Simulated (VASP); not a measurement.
# Be (Fm-3m) in VASP: a series of runs

Be is run at these levels: PBEsol; tasks: single point.

All numbers are computed with VASP 6.6.1; they aren't measurements. Logs are shortened: lines on timing, memory, paths and dates and some standing lists are left out, and cuts for length are marked.

## (1) The cell of the first run

It takes space group Fm-3m (No. 225, cubic). The conventional cell has a = 3.148 Å, b = 3.148 Å, c = 3.148 Å, α = 90.00°, β = 90.00°, γ = 90.00°. Be (site symmetry m-3m) has 12 Be at 2.23 Å within 2.9 Å.

This isn't the form of Be at room conditions, which is hcp.

## (2) Single point, PBEsol

Contents of INCAR:

```
SYSTEM = Be
PREC = Accurate
ENCUT = 520
EDIFF = 1E-6
ISMEAR = -1
SIGMA = 0.1
LREAL = .FALSE.
LASPH = .TRUE.
NELM = 60
ALGO = Normal
ISIF = 2
LWAVE = .FALSE.
LCHARG = .FALSE.
GGA = PS
NBANDS = 7
```

Contents of KPOINTS:

```
Automatic mesh
0
G
  28 28 28
  0 0 0
```

Contents of POSCAR:

```
Be
1.0
    0.0000000000      1.5740715420      1.5740715420
    1.5740715420      0.0000000000      1.5740715420
    1.5740715420      1.5740715420      0.0000000000
Be
1
Direct
    0.0000000000      0.0000000000      0.0000000000
```

Potentials or basis: VASP PAW PBE potentials, release 64 (Be).

Run with:

```bash
$ cat potpaw_PBE.64/Be/POTCAR > POTCAR
$ mpirun -np 1 vasp_std > vasp.out
```

OUTCAR:

```text
SYSTEM = Be
   PREC = Accurate
   ENCUT = 520
   EDIFF = 1E-6
   ISMEAR = -1
   LREAL = .FALSE.
   LASPH = .TRUE.
   NELM = 60
   ISIF = 2
   GGA = PS

 ion  position               nearest neighbor table
   1  0.000  0.000  0.000-

  LATTYP: Found a face centered cubic cell.
 ALAT       =     3.1481430840

  Lattice vectors:

 A1 = (   0.0000000000,   1.5740715420,   1.5740715420)
 A2 = (   1.5740715420,   0.0000000000,   1.5740715420)
 A3 = (   1.5740715420,   1.5740715420,   0.0000000000)

Analysis of symmetry for initial positions (statically):
=====================================================================
 Subroutine PRICEL returns:
 Original cell was already a primitive cell.

 Routine SETGRP: Setting up the symmetry group for a
 face centered cubic supercell.

 Subroutine GETGRP returns: Found 48 space group operations
 (whereof 48 operations were pure point group operations)
 out of a pool of 48 trial point group operations.

The static configuration has the point symmetry O_h .

Analysis of symmetry for dynamics (positions and initial velocities):
=====================================================================
 Subroutine PRICEL returns:
 Original cell was already a primitive cell.

 Routine SETGRP: Setting up the symmetry group for a
 face centered cubic supercell.

 Subroutine GETGRP returns: Found 48 space group operations
 (whereof 48 operations were pure point group operations)
 out of a pool of 48 trial point group operations.

The dynamic configuration has the point symmetry O_h .

 Subroutine INISYM returns: Found 48 space group operations
 (whereof 48 operations are pure point group operations),
 and found     1 'primitive' translations

----------------------------------------------------------------------------------------

                                     Primitive cell

  volume of cell :       7.8002

  direct lattice vectors                    reciprocal lattice vectors
     0.000000000  1.574071542  1.574071542    -0.317647570  0.317647570  0.317647570
     1.574071542  0.000000000  1.574071542     0.317647570 -0.317647570  0.317647570
     1.574071542  1.574071542  0.000000000     0.317647570  0.317647570 -0.317647570

  length of vectors
     2.226073323  2.226073323  2.226073323     0.550181730  0.550181730  0.550181730

  position of ions in fractional coordinates (direct lattice)
     0.000000000  0.000000000  0.000000000

  ion indices of the primitive-cell ions
   primitive index   ion index
                 1           1

----------------------------------------------------------------------------------------

 KPOINTS: Automatic mesh

Automatic generation of k-mesh.
 Grid dimensions read from file:
 generate k-points for:   28   28   28

 Generating k-lattice:

  Cartesian coordinates                     Fractional coordinates (reciprocal lattice)
    -0.011344556  0.011344556  0.011344556     0.035714286  0.000000000  0.000000000
     0.011344556 -0.011344556  0.011344556     0.000000000  0.035714286  0.000000000
     0.011344556  0.011344556 -0.011344556     0.000000000  0.000000000  0.035714286

  Length of vectors
     0.019649347  0.019649347  0.019649347

  Shift w.r.t. Gamma in fractional coordinates (k-lattice)
     0.000000000  0.000000000  0.000000000

 Subroutine IBZKPT returns following result:
 ===========================================

 Found    624 irreducible k-points:

 Following reciprocal coordinates:
            Coordinates               Weight
  0.000000  0.000000  0.000000      1.000000
  0.035714  0.000000  0.000000      8.000000
  0.071429  0.000000  0.000000      8.000000
  0.107143  0.000000  0.000000      8.000000
  0.142857  0.000000  0.000000      8.000000
  0.178571  0.000000  0.000000      8.000000
[... 16 lines left out ...]
  0.285714  0.035714  0.000000     24.000000
  0.321429  0.035714  0.000000     24.000000
 [... further k-points ...]
   k-points           NKPTS =    624   k-points in BZ     NKDIM =    624   number of bands    NBANDS=      7
   number of dos      NEDOS =    301   number of ions     NIONS =      1
   total plane-waves  NPLWV =   5832
   dimension x,y,z NGX =    18 NGY =   18 NGZ =   18
   dimension x,y,z NGXF=    36 NGYF=   36 NGZF=   36
   ions per type =               1
   NGX,Y,Z   is equivalent  to a cutoff of  13.44, 13.44, 13.44 a.u.
   NGXF,Y,Z  is equivalent  to a cutoff of  26.89, 26.89, 26.89 a.u.
 SYSTEM =  Be
   PREC   = accura    normal or accurate (medium, high low for compatibility)
   ISTART =      0    job   : 0-new  1-cont  2-samecut
   ICHARG =      2    charge: 1-file 2-atom 10-const
   ISPIN  =      1    spin polarized calculation?
   LNONCOLLINEAR =      F non collinear calculations
   LSORBIT =      F    spin-orbit coupling
   LASPH  =      T    aspherical Exc in radial PAW
   ENCUT  =  520.0 eV  38.22 Ry    6.18 a.u.   4.14  4.14  4.14*2*pi/ulx,y,z
   NELM   =     60;   NELMIN=  2; NELMDL= -5     # of ELM steps
   EDIFF  = 0.1E-05   stopping-criterion for ELM
   LREAL  =      F    real-space projection
[... 7 lines left out ...]
   TEBEG  =    0.0;   TEEND  =   0.0 temperature during run
   PSTRESS=    0.0 pullay stress
   NELECT =       2.0000    total number of electrons
   NUPDOWN=      -1.0000    fix difference up-down
   EMIN   =  10.00;   EMAX   =-10.00  energy-range for DOS
   EFERMI =   0.00;   METHOD = LEGACY
   ISMEAR =    -1;   SIGMA  =   0.10  broadening in eV -4-tet -1-fermi 0-gaus
   EFERMI_NEDOS =   21; number of points for ismear=-14 and -15
   IALGO  =     38    algorithm
   IMIX   =      4    mixing-type and parameters
     AMIX     =   0.40;   BMIX     =  1.00
     AMIX_MAG =   1.60;   BMIX_MAG =  1.00
  volume/ion in A,a.u.               =       7.80        52.64
  Fermi-wavevector in a.u.,A,eV,Ry     =   1.040041  1.965392 14.717215  1.081685
  Thomas-Fermi vector in A             =   2.174598
   LORBIT       =      0    0 simple, 1 ext, 2 COOP (PROOUT), +10 PAW based schemes
   GGA     = PS    functional components
   LHFCALC =     F    Hartree Fock is set to
   AEXX    =    0.0000 exact exchange contribution
   IVDW    =     0    specifies the selected vdW correction
   LEPSILON=     F    determine dielectric tensor
   LRPA    =     F    only Hartree local field effects (RPA)
 non-spin polarized calculation
  energy-cutoff  :      520.00
  volume of cell :        7.80
 maximum number of plane-waves:       222
 NGX is ok and might be reduce to    18
   NGX =  9   NGY =  9   NGZ =  9

 number of electron       2.0000000 magnetization

 Free energy of the ion-electron system (eV)
  ---------------------------------------------------
  ext. energy  EPLUGINS =         0.00000000
  ---------------------------------------------------
  free energy    TOTEN  =        -3.92073871 eV

  energy without entropy =       -3.91745882  energy(sigma->0) =       -3.91909877

 E-fermi :   7.6113     XC(G=0): -10.6562

 val. band max:        7.6061747526   @ k =  -0.3571   0.3571   0.0357
 cond. band min:       7.6125640592   @ k =  -0.2857   0.5000   0.2143
 fundamental gap:      0.0063893065
 Fermi energy:         7.6113448176

 k-point     1 :       0.0000    0.0000    0.0000
  band No.  band energies     occupation
      1      -4.2947      2.00000
      2      27.2177      0.00000
      3      27.2177      0.00000
      4      27.2177      0.00000
      5      36.9225      0.00000
      6      36.9225      0.00000
      7      36.9225      0.00000

 k-point     2 :       0.0357    0.0000    0.0000
  band No.  band energies     occupation
      1      -4.2524      2.00000
      2      26.8678      0.00000
      3      27.1421      0.00000
      4      27.1421      0.00000
      5      36.2355      0.00000
      6      37.0680      0.00000
      7      37.0680      0.00000

 k-point     3 :       0.0714    0.0000    0.0000
  band No.  band energies     occupation
      1      -4.1254      2.00000
      2      25.8686      0.00000
      3      26.9320      0.00000
      4      26.9320      0.00000
      5      35.4705      0.00000
      6      37.4728      0.00000
      7      37.4728      0.00000

 k-point     4 :       0.1071    0.0000    0.0000
  band No.  band energies     occupation
      1      -3.9138      2.00000
      2      24.3798      0.00000
      3      26.6276      0.00000
      4      26.6276      0.00000
      5      35.1334      0.00000
      6      38.0391      0.00000
      7      38.0391      0.00000

 k-point     5 :       0.1429    0.0000    0.0000
  band No.  band energies     occupation
      1      -3.6177      2.00000
      2      22.6051      0.00000
      3      26.2739      0.00000
      4      26.2739      0.00000
      5      35.1585      0.00000
      6      38.5723      0.00000
      7      38.5723      0.00000

 k-point     6 :       0.1786    0.0000    0.0000
  band No.  band energies     occupation
      1      -3.2373      2.00000
      2      20.7037      0.00000
      3      25.9085      0.00000
      4      25.9085      0.00000
      5      35.4333      0.00000
      6      38.7471      0.00000
      7      38.7471      0.00000

 k-point     7 :       0.2143    0.0000    0.0000
  band No.  band energies     occupation
      1      -2.7734      2.00000
      2      18.7741      0.00000
      3      25.5583      0.00000
      4      25.5583      0.00000
      5      35.8652      0.00000
      6      38.3637      0.00000
      7      38.3637      0.00000

 k-point     8 :       0.2500    0.0000    0.0000
  band No.  band energies     occupation
      1      -2.2277      2.00000
      2      16.8744      0.00000
      3      25.2403      0.00000
      4      25.2403      0.00000
      5      36.3554      0.00000
      6      37.6302      0.00000
      7      37.6302      0.00000

 k-point     9 :       0.2857    0.0000    0.0000
  band No.  band energies     occupation
      1      -1.6035      2.00000
      2      15.0407      0.00000
      3      24.9646      0.00000
      4      24.9646      0.00000
      5      36.7315      0.00000
      6      36.8055      0.00000
      7      36.8055      0.00000

 k-point    10 :       0.3214    0.0000    0.0000
  band No.  band energies     occupation
      1      -0.9072      2.00000
      2      13.2996      0.00000
      3      24.7354      0.00000
      4      24.7354      0.00000
      5      36.0205      0.00000
      6      36.0205      0.00000
      7      36.7631      0.00000

 k-point    11 :       0.3571    0.0000    0.0000
  band No.  band energies     occupation
      1      -0.1515      2.00000
      2      11.6766      0.00000
      3      24.5537      0.00000
      4      24.5537      0.00000
      5      35.3347      0.00000
      6      35.3347      0.00000
      7      36.5072      0.00000
[... 51 lines left out ...]
 k-point    17 :       0.0714    0.0357    0.0000
  band No.  band energies     occupation
      1      -4.1395      2.00000
      2      26.1910      0.00000
      3      26.5384      0.00000
      4      27.2088      0.00000
      5      34.9372      0.00000
      6      37.6796      0.00000
      7      37.8602      0.00000

 k-point    18 :       0.1071    0.0357    0.0000
  band No.  band energies     occupation
      1      -3.9560      2.00000
      2      24.8858      0.00000
      3      26.1235      0.00000
      4      27.0921      0.00000
      5      34.5596      0.00000
      6      38.0414      0.00000
      7      38.5199      0.00000

 k-point    19 :       0.1429    0.0357    0.0000
  band No.  band energies     occupation
      1      -3.6879      2.00000
      2      23.2092      0.00000
      3      25.6920      0.00000
      4      26.8642      0.00000
      5      34.5621      0.00000
      6      38.4135      0.00000
      7      39.1669      0.00000

 k-point    20 :       0.1786    0.0357    0.0000
  band No.  band energies     occupation
      1      -3.3354      2.00000
      2      21.3492      0.00000
      3      25.2764      0.00000
      4      26.5658      0.00000
      5      34.8137      0.00000
      6      38.4011      0.00000
      7      39.5355      0.00000

 k-point    21 :       0.2143    0.0357    0.0000
  band No.  band energies     occupation
      1      -2.8990      2.00000
      2      19.4282      0.00000
      3      24.8988      0.00000
      4      26.2344      0.00000
      5      35.1628      0.00000
      6      37.8410      0.00000
      7      39.3684      0.00000

 k-point    22 :       0.2500    0.0357    0.0000
  band No.  band energies     occupation
      1      -2.3800      2.00000
      2      17.5180      0.00000
      3      24.5737      0.00000
      4      25.8968      0.00000
      5      35.3385      0.00000
      6      37.3667      0.00000
      7      38.7418      0.00000

 k-point    23 :       0.2857    0.0357    0.0000
  band No.  band energies     occupation
      1      -1.7810      2.00000
      2      15.6615      0.00000
      3      24.3095      0.00000
      4      25.5694      0.00000
      5      35.0125      0.00000
      6      37.4895      0.00000
      7      37.9198      0.00000

 k-point    24 :       0.3214    0.0357    0.0000
  band No.  band energies     occupation
      1      -1.1070      2.00000
      2      13.8882      0.00000
      3      24.1105      0.00000
      4      25.2611      0.00000
      5      34.4189      0.00000
      6      37.0747      0.00000
      7      37.8939      0.00000

 [... further k-points ...]

------------------------ aborting loop because EDIFF is reached ----------------------------------------

  FORCE on cell =-STRESS in cart. coord.  units (eV):
  Direction    XX          YY          ZZ          XY          YZ          ZX
  --------------------------------------------------------------------------------------
  -------------------------------------------------------------------------------------
  Total        0.0198090      0.0198090      0.0198090      0.0000000      0.0000000     -0.0000000
  in kB        4.0688251      4.0688251      4.0688251      0.0000000      0.0000000     -0.0000000
  external PRESSURE =       4.0688251 kB  Pullay stress =       0.0000000 kB

 VOLUME and BASIS-vectors are now :
 -----------------------------------------------------------------------------
  energy-cutoff  :      520.00
  volume of cell :        7.80
      direct lattice vectors                 reciprocal lattice vectors
     0.000000000  1.574071542  1.574071542    -0.317647570  0.317647570  0.317647570
     1.574071542  0.000000000  1.574071542     0.317647570 -0.317647570  0.317647570
     1.574071542  1.574071542  0.000000000     0.317647570  0.317647570 -0.317647570

 POSITION                                       TOTAL-FORCE (eV/Angst)
 -----------------------------------------------------------------------------------
      0.00000      0.00000      0.00000        -0.000000      0.000000     -0.000000
 -----------------------------------------------------------------------------------
    total drift:                               -0.000000      0.000000     -0.000000

  FREE ENERGIE OF THE ION-ELECTRON SYSTEM (eV)
  ---------------------------------------------------
  free  energy   TOTEN  =        -3.9207387131 eV

  energy  without entropy=       -3.9174588230  energy(sigma->0) =       -3.91909877
```

It took 46 s on 1 thread of Intel Xeon 8259CL, shared host; peak memory 0.14 GiB.

What came out:

| Quantity | Value |
| --- | --- |
| Free energy | -3.9207 eV |
| Pressure | 0.4 GPa |
| Band gap on the k mesh | zero (bands 1 and 2 overlap by 1.26 eV) |

Caveat: the PAW data sets were made with another functional, which shifts forces and pressure a little.

[end of part 1 of 2]
